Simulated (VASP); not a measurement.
# Ta16F (a cell with a defect) in VASP: single point with PBE

Aim: the single point of Ta16F (a cell with a defect) with PBE.

Everything below comes from runs of VASP 6.6.1. Logs are shortened: lines on timing, memory, paths and dates and some standing lists are left out, and cuts for length are marked.

### 1 The cell of the first run

The cell holds a defect, 17 atoms: a = 6.685 Å, b = 6.685 Å, c = 6.685 Å, α = 90.00°, β = 90.00°, γ = 90.00°.

### 2 Single point, PBE

Input file INCAR:

```
SYSTEM = Ta16F
ALGO = Normal
EDIFF = 1E-6
ENCUT = 520
GGA = PE
ISIF = 2
ISMEAR = -1
LASPH = .TRUE.
LCHARG = .FALSE.
LREAL = Auto
LWAVE = .FALSE.
NBANDS = 106
NELM = 80
PREC = Accurate
SIGMA = 0.5
```

Input file KPOINTS:

```
k-points
0
G
  3 3 3
  0 0 0
```

Input file POSCAR:

```
Ta16F
1.0
    6.6850385900      0.0000000000      0.0000000000
    0.0000000000      6.6850385900      0.0000000000
    0.0000000000      0.0000000000      6.6850385900
Ta F
16 1
Direct
    0.0085182754      0.0005676856     -0.0006499589
    0.2463255788      0.2580158629      0.2487173376
    0.0081477465      0.0014806197      0.4995826060
    0.2466735200      0.2580222951      0.7502866188
    0.0069311492      0.5136271023     -0.0005621508
    0.2477696991      0.7586223971      0.2493261598
    0.0083016723      0.5140520812      0.4996095318
    0.2479492044      0.7586660768      0.7498987377
    0.4968307894      0.0046222620     -0.0002647703
    0.7611097425      0.2553345021      0.2086309572
    0.4900395048     -0.0065722882      0.4994885153
    0.7606771347      0.2555561912      0.7900558731
    0.4972475409      0.5105449960     -0.0002314123
    0.7507255093      0.7582862734      0.2506272742
    0.4853767045      0.5273552205      0.4996095318
    0.7504565505      0.7582509707      0.7483268694
    0.6710282880      0.2672479711      0.4990989887
```

Potentials or basis: VASP PAW PBE potentials, release 64 (Ta_pv, F).

Run with:

```console
$ cat potpaw_PBE.64/Ta_pv/POTCAR potpaw_PBE.64/F/POTCAR > POTCAR
$ mpirun -np 1 vasp_std > vasp.out
```

OUTCAR:

```text
SYSTEM = Ta16F
   EDIFF = 1E-6
   ENCUT = 520
   GGA = PE
   ISIF = 2
   ISMEAR = -1
   LASPH = .TRUE.
   LREAL = Auto
   NELM = 80
   PREC = Accurate

 ion  position               nearest neighbor table
   1  0.009  0.001  0.999-  10 2.76  12 2.76   8 2.82   6 2.82   2 2.88   4 2.88  14 2.90  16 2.90
                             5 3.26   9 3.26   3 3.34   3 3.34   9 3.42   5 3.43
   2  0.246  0.258  0.249-   5 2.87   1 2.88   7 2.88   3 2.88  13 2.90   9 2.91  11 2.93  15 2.93
                            10 3.25   4 3.33   6 3.34   6 3.35   4 3.35  10 3.45
   3  0.008  0.001  0.500-   6 2.83   8 2.83   2 2.88   4 2.88  14 2.89  16 2.89  10 3.06  12 3.06
                            11 3.22   7 3.26   1 3.34   1 3.34   7 3.43  11 3.46
   4  0.247  0.258  0.750-   5 2.87   1 2.88   7 2.88   3 2.88  13 2.90   9 2.91  11 2.93  15 2.93
                            12 3.26   2 3.33   8 3.34   8 3.35   2 3.35  12 3.45
   5  0.007  0.514  0.999-  10 2.76  12 2.77   8 2.84   6 2.84   2 2.87   4 2.87  14 2.90  16 2.90
                             1 3.26  13 3.28   7 3.34   7 3.34  13 3.41   1 3.43
   6  0.248  0.759  0.249-  15 2.78  11 2.81   1 2.82   3 2.83   7 2.83   5 2.84   9 2.87  13 2.88
                            14 3.32   2 3.34   8 3.34   8 3.35   2 3.35  14 3.36
   7  0.008  0.514  0.500-   6 2.83   8 2.84   2 2.88   4 2.88  16 2.90  14 2.90  12 3.08  10 3.08
                            15 3.19   3 3.26   5 3.34   5 3.34   3 3.43  15 3.50
   8  0.248  0.759  0.750-  15 2.78  11 2.81   1 2.82   3 2.83   7 2.84   5 2.84   9 2.87  13 2.88
                            16 3.33   4 3.34   6 3.34   6 3.35   4 3.35  16 3.36
   9  0.497  0.005  1.000-  10 2.81  12 2.81   6 2.87   8 2.87  14 2.90  16 2.90   2 2.91   4 2.91
                             1 3.26  13 3.30  11 3.34  11 3.35  13 3.38   1 3.42
  10  0.761  0.255  0.209-  17 2.03   1 2.76   5 2.76  12 2.80   9 2.81  13 2.82   3 3.06   7 3.08
                            11 3.18  15 3.24   2 3.25  14 3.34  14 3.37   2 3.45
  11  0.490  0.993  0.499-  17 2.19   6 2.81   8 2.81  16 2.88  14 2.88   4 2.93   2 2.93  15 3.12
                            12 3.18  10 3.18   3 3.22   9 3.34   9 3.35   3 3.46  15 3.57
  12  0.761  0.256  0.790-  17 2.04   1 2.76   5 2.77  10 2.80   9 2.81  13 2.82   3 3.06   7 3.08
                            11 3.18  15 3.23   4 3.26  16 3.34  16 3.37   4 3.45
  13  0.497  0.511  1.000-  10 2.82  12 2.82   6 2.88   8 2.88  14 2.90  16 2.90   2 2.90   4 2.90
                             5 3.28   9 3.30  15 3.34  15 3.35   9 3.38   5 3.41
  14  0.751  0.758  0.251-  11 2.88  15 2.88   3 2.89   7 2.90   9 2.90   1 2.90  13 2.90   5 2.90
                             6 3.32  16 3.33  10 3.34  16 3.36   6 3.36  10 3.37
  15  0.485  0.527  0.500-  17 2.14   8 2.78   6 2.78  16 2.88  14 2.88   4 2.93   2 2.93  11 3.12
                             7 3.19  12 3.23  10 3.24  13 3.34  13 3.35   7 3.50  11 3.57
  16  0.750  0.758  0.748-  11 2.88  15 2.88   3 2.89   7 2.90   9 2.90   1 2.90   5 2.90  13 2.90
                             8 3.33  14 3.33  12 3.34  14 3.36   8 3.36  12 3.37
  17  0.671  0.267  0.499-  10 2.03  12 2.04  15 2.14  11 2.19

  LATTYP: Found a simple cubic cell.
 ALAT       =     6.6850385900

  Lattice vectors:

 A1 = (   6.6850385900,   0.0000000000,   0.0000000000)
 A2 = (   0.0000000000,   6.6850385900,   0.0000000000)
 A3 = (   0.0000000000,   0.0000000000,   6.6850385900)

Analysis of symmetry for initial positions (statically):
=====================================================================
 Subroutine PRICEL returns:
 Original cell was already a primitive cell.

 Routine SETGRP: Setting up the symmetry group for a
 simple cubic supercell.

 Subroutine GETGRP returns: Found  1 space group operations
 (whereof  1 operations were pure point group operations)
 out of a pool of 48 trial point group operations.

The static configuration has the point symmetry C_1 .

Analysis of symmetry for dynamics (positions and initial velocities):
=====================================================================
 Subroutine PRICEL returns:
 Original cell was already a primitive cell.

 Routine SETGRP: Setting up the symmetry group for a
 simple cubic supercell.

 Subroutine GETGRP returns: Found  1 space group operations
 (whereof  1 operations were pure point group operations)
 out of a pool of 48 trial point group operations.

The dynamic configuration has the point symmetry C_1 .

 Subroutine INISYM returns: Found  1 space group operations
 (whereof  1 operations are pure point group operations),
 and found     1 'primitive' translations

----------------------------------------------------------------------------------------

                                     Primitive cell

  volume of cell :     298.7526

[... 64 lines left out ...]

  Shift w.r.t. Gamma in fractional coordinates (k-lattice)
     0.000000000  0.000000000  0.000000000

 Subroutine IBZKPT returns following result:
 ===========================================

 Found     14 irreducible k-points:

 Following reciprocal coordinates:
            Coordinates               Weight
  0.000000  0.000000  0.000000      1.000000
  0.333333  0.000000  0.000000      2.000000
  0.000000  0.333333  0.000000      2.000000
  0.000000  0.000000  0.333333      2.000000
  0.333333  0.333333  0.000000      2.000000
  0.000000  0.333333  0.333333      2.000000
  0.333333  0.000000  0.333333      2.000000
 -0.333333  0.333333  0.000000      2.000000
 -0.333333  0.000000  0.333333      2.000000
  0.000000 -0.333333  0.333333      2.000000
  0.333333  0.333333  0.333333      2.000000
 -0.333333  0.333333  0.333333      2.000000
 -0.333333 -0.333333  0.333333      2.000000
  0.333333 -0.333333  0.333333      2.000000
   k-points           NKPTS =     14   k-points in BZ     NKDIM =     14   number of bands    NBANDS=    106
   number of dos      NEDOS =    301   number of ions     NIONS =     17
   total plane-waves  NPLWV = 125000
   dimension x,y,z NGX =    50 NGY =   50 NGZ =   50
   dimension x,y,z NGXF=   100 NGYF=  100 NGZF=  100
   ions per type =              16   1
   NGX,Y,Z   is equivalent  to a cutoff of  12.43, 12.43, 12.43 a.u.
   NGXF,Y,Z  is equivalent  to a cutoff of  24.87, 24.87, 24.87 a.u.
 SYSTEM =  Ta16F
   PREC   = accura    normal or accurate (medium, high low for compatibility)
   ISTART =      0    job   : 0-new  1-cont  2-samecut
   ICHARG =      2    charge: 1-file 2-atom 10-const
   ISPIN  =      1    spin polarized calculation?
   LNONCOLLINEAR =      F non collinear calculations
   LSORBIT =      F    spin-orbit coupling
   LASPH  =      T    aspherical Exc in radial PAW
   ENCUT  =  520.0 eV  38.22 Ry    6.18 a.u.  12.43 12.43 12.43*2*pi/ulx,y,z
   NELM   =     80;   NELMIN=  2; NELMDL= -5     # of ELM steps
   EDIFF  = 0.1E-05   stopping-criterion for ELM
   LREAL  =      T    real-space projection
   EDIFFG = 0.1E-04   stopping-criterion for IOM
   NSW    =      0    number of steps for IOM
   IBRION =     -1    ionic relax: 0-MD 1-quasi-New 2-CG
   NFREE  =      0    steps in history (QN), initial steepest desc. (CG)
   ISIF   =      2    stress and relaxation
   ISYM   =      2    0-nonsym 1-usesym 2-fastsym
   POTIM  = 0.5000    time-step for ionic-motion
   TEBEG  =    0.0;   TEEND  =   0.0 temperature during run
   PSTRESS=    0.0 pullay stress
   NELECT =     183.0000    total number of electrons
   NUPDOWN=      -1.0000    fix difference up-down
   EMIN   =  10.00;   EMAX   =-10.00  energy-range for DOS
   EFERMI =   0.00;   METHOD = LEGACY
   ISMEAR =    -1;   SIGMA  =   0.50  broadening in eV -4-tet -1-fermi 0-gaus
   EFERMI_NEDOS =   21; number of points for ismear=-14 and -15
   IALGO  =     38    algorithm
   IMIX   =      4    mixing-type and parameters
     AMIX     =   0.40;   BMIX     =  1.00
     AMIX_MAG =   1.60;   BMIX_MAG =  1.00
  volume/ion in A,a.u.               =      17.57       118.59
  Fermi-wavevector in a.u.,A,eV,Ry     =   1.390341  2.627363 26.300709  1.933048
  Thomas-Fermi vector in A             =   2.514285
   LORBIT       =      0    0 simple, 1 ext, 2 COOP (PROOUT), +10 PAW based schemes
   GGA     = PE    functional components
   LHFCALC =     F    Hartree Fock is set to
   AEXX    =    0.0000 exact exchange contribution
   IVDW    =     0    specifies the selected vdW correction
   LEPSILON=     F    determine dielectric tensor
   LRPA    =     F    only Hartree local field effects (RPA)
 non-spin polarized calculation
  energy-cutoff  :      520.00
  volume of cell :      298.75
 maximum number of plane-waves:      8121
 NGX is ok and might be reduce to    50
   NGX = 25   NGY = 25   NGZ = 25

 number of electron     182.9999978 magnetization

 Free energy of the ion-electron system (eV)
  ---------------------------------------------------
  ext. energy  EPLUGINS =         0.00000000
  ---------------------------------------------------
  free energy    TOTEN  =      -198.43515980 eV

  energy without entropy =     -185.83687261  energy(sigma->0) =     -192.13601620

 E-fermi :   5.7983     XC(G=0): -12.5308

 val. band max:        5.7957474124   @ k =   0.0000   0.0000   0.3333
 cond. band min:       5.7989687538   @ k =  -0.3333  -0.3333   0.3333
 fundamental gap:      0.0032213414
 Fermi energy:         5.7983235580

 k-point     1 :       0.0000    0.0000    0.0000
  band No.  band energies     occupation
      1     -29.3695      2.00000
      2     -28.8861      2.00000
      3     -28.8424      2.00000
      4     -28.7863      2.00000
      5     -28.7640      2.00000
      6     -28.7482      2.00000
[... 1473 lines left out ...]
    102       8.0107      0.02367
    103       8.1277      0.01878
 [bands above 103 left out]

------------------------ aborting loop because EDIFF is reached ----------------------------------------

  FORCE on cell =-STRESS in cart. coord.  units (eV):
  Direction    XX          YY          ZZ          XY          YZ          ZX
  --------------------------------------------------------------------------------------
  -------------------------------------------------------------------------------------
  Total       12.5704665     11.0975628     18.6653922     -0.7572171      0.0111264     -0.0297257
  in kB       67.4140193     59.5149999    100.1004307     -4.0608717      0.0596695     -0.1594159
  external PRESSURE =      75.6764833 kB  Pullay stress =       0.0000000 kB

 VOLUME and BASIS-vectors are now :
 -----------------------------------------------------------------------------
  energy-cutoff  :      520.00
  volume of cell :      298.75
      direct lattice vectors                 reciprocal lattice vectors
     6.685038590  0.000000000  0.000000000     0.149587768  0.000000000  0.000000000
     0.000000000  6.685038590  0.000000000     0.000000000  0.149587768  0.000000000
     0.000000000  0.000000000  6.685038590     0.000000000  0.000000000  0.149587768

 POSITION                                       TOTAL-FORCE (eV/Angst)
 -----------------------------------------------------------------------------------
      0.05694      0.00380      6.68069        -0.014618     -0.006091     -0.000731
      1.64670      1.72485      1.66268        -0.008370      0.004811     -0.000935
      0.05447      0.00990      3.33973         0.026082      0.006929     -0.000517
      1.64902      1.72489      5.01570        -0.022723      0.005395      0.008457
      0.04633      3.43362      6.68128         0.016805      0.020649     -0.002286
      1.65635      5.07142      1.66675         0.005220     -0.002511     -0.004204
[... 9 lines left out ...]
      5.01683      5.06894      5.00259         0.002601     -0.007533     -0.023822
      4.48585      1.78656      3.33650        -0.221462     -0.144238      0.022194
 -----------------------------------------------------------------------------------
    total drift:                               -0.011564      0.008672     -0.005970

  FREE ENERGIE OF THE ION-ELECTRON SYSTEM (eV)
  ---------------------------------------------------
  free  energy   TOTEN  =      -198.4351597980 eV

  energy  without entropy=     -185.8368726103  energy(sigma->0) =     -192.13601620
```

Run time: 31 min. Hardware: 1 thread of Intel Xeon Platinum 8375C at 2.90GHz (Ice Lake), shared host; peak memory 0.53 GiB.

Results:

| Item | Value |
| --- | --- |
| Free energy | -198.4352 eV |
| Pressure | 7.6 GPa |
| Largest force | 0.265 eV/Å |

Forces on the atoms (eV/Å):
```
Ta  -0.015 -0.006 -0.001
Ta  -0.008  0.005 -0.001
Ta   0.026  0.007 -0.001
Ta  -0.023  0.005  0.008
Ta   0.017  0.021 -0.002
Ta   0.005 -0.003 -0.004
Ta   0.021  0.013 -0.001
Ta  -0.004 -0.004  0.002
Ta   0.025  0.031 -0.011
Ta   0.066  0.042 -0.063
Ta   0.015 -0.006  0.001
Ta   0.067  0.034  0.054
Ta   0.006 -0.007 -0.010
Ta  -0.009 -0.011  0.033
Ta   0.031  0.030 -0.005
Ta   0.003 -0.008 -0.024
F   -0.221 -0.144  0.022
```

Levels at points of the mesh, in eV from the Fermi level:
```csv
k point,band 92,band 93,band 94,band 95,band 96,band 97
"(0.00, 0.00, 0.00)",0.67,0.77,0.82,0.89,0.90,1.00
```

Caveat: spin-orbit coupling is left out, which moves the levels of the heavy elements; an odd number of electrons without spin polarisation forces a metal; a magnetic or distorted state may lie lower.
